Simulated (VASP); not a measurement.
# MgO (Periclase) (I4/mmm) in VASP: notebook

Runs on MgO (Periclase). Level: r2SCAN. Tasks: single point.

Everything below comes from runs of VASP 6.6.1. Logs are shortened: lines on timing, memory, paths and dates and some standing lists are left out, and cuts for length are marked.

## Step 1: The cell of the first run

Symmetry: I4/mmm, No. 139, tetragonal system. The conventional cell has a = 2.800 Å, b = 2.800 Å, c = 4.204 Å, α = 90.00°, β = 90.00°, γ = 90.00°. Mg (site symmetry 4/mmm) has 6 O at 1.98 to 2.10 Å within 2.6 Å. Within 2.6 Å of O (site symmetry 4/mmm) lie 6 Mg at 1.98 to 2.10 Å.

## Step 2: Single point, r2SCAN (biaxial xy strain -5.8%)

File POSCAR:

```
MgO
1.0
    0.0000000000      1.9796116298      2.1021680257
    1.9796116298      0.0000000000      2.1021680257
    1.9796116298      1.9796116298      0.0000000000
Mg O
1 1
Direct
    0.0000000000      0.0000000000      0.0000000000
    0.5000000000      0.5000000000      0.5000000000
```

File INCAR.step1:

```
SYSTEM = MgO
  PREC = Accurate
  ENCUT = 520
  ISMEAR = 0
  SIGMA = 0.01
  LREAL = .False.
  LASPH = .True.
  NELM = 60
  NBANDS = 11
  GGA = PE
  ALGO = Normal
  EDIFF = 1E-4
  LWAVE = .True.
  LCHARG = .False.
```

File INCAR.step2:

```
SYSTEM = MgO
  PREC = Accurate
  ENCUT = 520
  EDIFF = 1E-7
  ISMEAR = 0
  SIGMA = 0.01
  LREAL = .False.
  LASPH = .True.
  NELM = 60
  ALGO = Normal
  ISIF = 2
  LWAVE = .False.
  LCHARG = .False.
  METAGGA = R2SCAN
  LMIXTAU = .True.
  NBANDS = 11
  ISTART = 1
```

File KPOINTS:

```
Automatic mesh
0
Gamma
  10 10 10
  0 0 0
```

Potentials or basis: VASP PAW PBE potentials, release 64 (Mg, O).

Launch:

```bash
> cat potpaw_PBE.64/Mg/POTCAR potpaw_PBE.64/O/POTCAR > POTCAR
> cp INCAR.step1 INCAR
> mpirun -np 1 vasp_std > vasp.out
> cp INCAR.step2 INCAR
> mpirun -np 1 vasp_std > vasp.out
```

OUTCAR:

```text
SYSTEM = MgO
   PREC = Accurate
   ENCUT = 520
   EDIFF = 1E-7
   ISMEAR = 0
   LREAL = .False.
   LASPH = .True.
   NELM = 60
   ISIF = 2
   METAGGA = R2SCAN
   ISTART = 1

 ion  position               nearest neighbor table
   1  0.000  0.000  0.000-   2 1.98   2 1.98   2 1.98   2 1.98   2 2.10   2 2.10
   2  0.500  0.500  0.500-   1 1.98   1 1.98   1 1.98   1 1.98   1 2.10   1 2.10

  LATTYP: Found a body centered tetragonal cell.
 ALAT       =     2.7995936151
 C/A-ratio  =     1.5017665524

  Lattice vectors:

 A1 = (  -1.9796116298,   0.0000000000,   2.1021680257)
 A2 = (   1.9796116298,   0.0000000000,   2.1021680257)
 A3 = (   0.0000000000,   1.9796116298,  -2.1021680257)

Analysis of symmetry for initial positions (statically):
=====================================================================
 Subroutine PRICEL returns:
 Original cell was already a primitive cell.

 Routine SETGRP: Setting up the symmetry group for a
 body centered tetragonal supercell.

 Subroutine GETGRP returns: Found 16 space group operations
 (whereof 16 operations were pure point group operations)
 out of a pool of 16 trial point group operations.

The static configuration has the point symmetry D_4h.

Analysis of symmetry for dynamics (positions and initial velocities):
=====================================================================
 Subroutine PRICEL returns:
 Original cell was already a primitive cell.

 Routine SETGRP: Setting up the symmetry group for a
 body centered tetragonal supercell.

 Subroutine GETGRP returns: Found 16 space group operations
 (whereof 16 operations were pure point group operations)
 out of a pool of 16 trial point group operations.

The dynamic configuration has the point symmetry D_4h.

 Subroutine INISYM returns: Found 16 space group operations
 (whereof 16 operations are pure point group operations),
 and found     1 'primitive' translations

----------------------------------------------------------------------------------------

                                     Primitive cell

  volume of cell :      16.4762

  direct lattice vectors                    reciprocal lattice vectors
     0.000000000  1.979611630  2.102168026    -0.252574794  0.252574794  0.237849684
     1.979611630  0.000000000  2.102168026     0.252574794 -0.252574794  0.237849684
     1.979611630  1.979611630  0.000000000     0.252574794  0.252574794 -0.237849684

  length of vectors
     2.887554781  2.887554781  2.799593615     0.429139284  0.429139284  0.429139284

  position of ions in fractional coordinates (direct lattice)
     0.000000000  0.000000000  0.000000000
[... 83 lines left out ...]
   NFREE  =      0    steps in history (QN), initial steepest desc. (CG)
   ISIF   =      2    stress and relaxation
   ISYM   =      2    0-nonsym 1-usesym 2-fastsym
   POTIM  = 0.5000    time-step for ionic-motion
   TEBEG  =    0.0;   TEEND  =   0.0 temperature during run
   PSTRESS=    0.0 pullay stress
   NELECT =       8.0000    total number of electrons
   NUPDOWN=      -1.0000    fix difference up-down
   EMIN   =  10.00;   EMAX   =-10.00  energy-range for DOS
   EFERMI =   0.00;   METHOD = LEGACY
   ISMEAR =     0;   SIGMA  =   0.01  broadening in eV -4-tet -1-fermi 0-gaus
   EFERMI_NEDOS =   21; number of points for ismear=-14 and -15
   IALGO  =     38    algorithm
   IMIX   =      4    mixing-type and parameters
     AMIX     =   0.40;   BMIX     =  1.00
     AMIX_MAG =   1.60;   BMIX_MAG =  1.00
  volume/ion in A,a.u.               =       8.24        55.59
  Fermi-wavevector in a.u.,A,eV,Ry     =   1.286725  2.431557 22.526633  1.655661
  Thomas-Fermi vector in A             =   2.418782
   LORBIT       =      0    0 simple, 1 ext, 2 COOP (PROOUT), +10 PAW based schemes
   METAGGA = R2SCAN    functional components
   LHFCALC =     F    Hartree Fock is set to
   AEXX    =    0.0000 exact exchange contribution
   IVDW    =     0    specifies the selected vdW correction
   LEPSILON=     F    determine dielectric tensor
   LRPA    =     F    only Hartree local field effects (RPA)
 non-spin polarized calculation
 Gauss-broadening in eV      SIGMA  =   0.01
  energy-cutoff  :      520.00
  volume of cell :       16.48
 maximum number of plane-waves:       460
 NGX is ok and might be reduce to    24
   NGX = 11   NGY = 11   NGZ = 11

 number of electron       7.9999998 magnetization

 Free energy of the ion-electron system (eV)
  ---------------------------------------------------
  ext. energy  EPLUGINS =         0.00000000
  ---------------------------------------------------
  free energy    TOTEN  =       -15.97363943 eV

  energy without entropy =      -15.97363943  energy(sigma->0) =      -15.97363943

 E-fermi :   3.9061     XC(G=0): -12.2512

 val. band max:        3.8133663320   @ k =   0.0000   0.0000   0.0000
 cond. band min:      10.6888958358   @ k =   0.0000   0.0000   0.0000
 fundamental gap:      6.8755295038
 Fermi energy:         3.9061431787

 k-point     1 :       0.0000    0.0000    0.0000
  band No.  band energies     occupation
      1     -15.1362      2.00000
      2       3.7309      2.00000
      3       3.7309      2.00000
      4       3.8134      2.00000
      5      10.6889      0.00000
      6      20.9025      0.00000
      7      21.6142      0.00000
      8      21.6142      0.00000
      9      25.9044      0.00000
     10      26.7915      0.00000
     11      28.8860      0.00000
[... 309 lines left out ...]
 k-point    24 :       0.4000    0.3000    0.0000
  band No.  band energies     occupation
      1     -13.7410      2.00000
      2      -0.3217      2.00000
      3       2.3633      2.00000
      4       2.6619      2.00000
      5      15.4007      0.00000
      6      16.1157      0.00000
      7      19.4588      0.00000
      8      25.4569      0.00000
      9      25.5731      0.00000
     10      32.2556      0.00000
     11      34.2796      0.00000

 [... further k-points ...]
[... 5 lines left out ...]
  --------------------------------------------------------------------------------------
  -------------------------------------------------------------------------------------
  Total        3.4694845      3.4694845      1.1621195      0.0000000      0.0000000      0.0000000
  in kB      337.3790559    337.3790559    113.0066413      0.0000000      0.0000000      0.0000000
  external PRESSURE =     262.5882510 kB  Pullay stress =       0.0000000 kB

 VOLUME and BASIS-vectors are now :
 -----------------------------------------------------------------------------
  energy-cutoff  :      520.00
  volume of cell :       16.48
      direct lattice vectors                 reciprocal lattice vectors
     0.000000000  1.979611630  2.102168026    -0.252574794  0.252574794  0.237849684
     1.979611630  0.000000000  2.102168026     0.252574794 -0.252574794  0.237849684
     1.979611630  1.979611630  0.000000000     0.252574794  0.252574794 -0.237849684

 POSITION                                       TOTAL-FORCE (eV/Angst)
 -----------------------------------------------------------------------------------
      0.00000      0.00000      0.00000         0.000000      0.000000      0.000000
      1.97961      1.97961      2.10217         0.000000     -0.000000      0.000000
 -----------------------------------------------------------------------------------
    total drift:                               -0.000000     -0.000000      0.000000

  FREE ENERGIE OF THE ION-ELECTRON SYSTEM (eV)
  ---------------------------------------------------
  free  energy   TOTEN  =       -15.9736394277 eV

  energy  without entropy=      -15.9736394277  energy(sigma->0) =      -15.97363943
```

OUTCAR.step1:

```text
SYSTEM = MgO
   PREC = Accurate
   ENCUT = 520
   ISMEAR = 0
   LREAL = .False.
   LASPH = .True.
[... 559 lines left out ...]
      0.00000      0.00000      0.00000         0.000000     -0.000000      0.000000
      1.97961      1.97961      2.10217        -0.000000      0.000000     -0.000000
 -----------------------------------------------------------------------------------
    total drift:                               -0.000000     -0.000000      0.000000

  FREE ENERGIE OF THE ION-ELECTRON SYSTEM (eV)
  ---------------------------------------------------
  free  energy   TOTEN  =       -11.6317160189 eV

  energy  without entropy=      -11.6317160189  energy(sigma->0) =      -11.63171602
```

OSZICAR.step1:

```text
N       E                     dE             d eps       ncg     rms          rms(c)
DAV:   1     0.133848846985E+02    0.13385E+02   -0.48458E+03  2636   0.658E+02
DAV:   2    -0.127970536908E+02   -0.26182E+02   -0.25780E+02  2583   0.140E+02
DAV:   3    -0.132691744339E+02   -0.47212E+00   -0.47185E+00  2686   0.161E+01
DAV:   4    -0.132702230410E+02   -0.10486E-02   -0.10486E-02  2502   0.855E-01
DAV:   5    -0.132702261239E+02   -0.30829E-05   -0.30829E-05  2558   0.448E-02    0.746E+00
DAV:   6    -0.116479387176E+02    0.16223E+01   -0.81193E+00  2352   0.165E+01    0.207E+00
DAV:   7    -0.116369609507E+02    0.10978E-01   -0.55707E-02  2535   0.205E+00    0.133E+00
DAV:   8    -0.116319178257E+02    0.50431E-02   -0.19960E-02  2391   0.162E+00    0.185E-01
DAV:   9    -0.116316883731E+02    0.22945E-03   -0.42576E-04  2610   0.141E-01    0.103E-01
DAV:  10    -0.116317160189E+02   -0.27646E-04   -0.35509E-04  2340   0.139E-01
   1 F= -.11631716E+02 E0= -.11631716E+02  d E =-.317416E-48
```

Run time: 1.9 min. Hardware: 1 thread of Intel Xeon 8259CL, shared host; peak memory 0.16 GiB.

What came out:

```
Free energy            : -15.9736 eV
Pressure               : 26.3 GPa
Band gap on the k mesh : 6.88 eV, direct
```

Caveat: the cell differs from its parent crystal (biaxial xy strain -5.8%); the PAW data sets were made with another functional, which shifts forces and pressure a little.

(Part 1 of 2 ends here.)
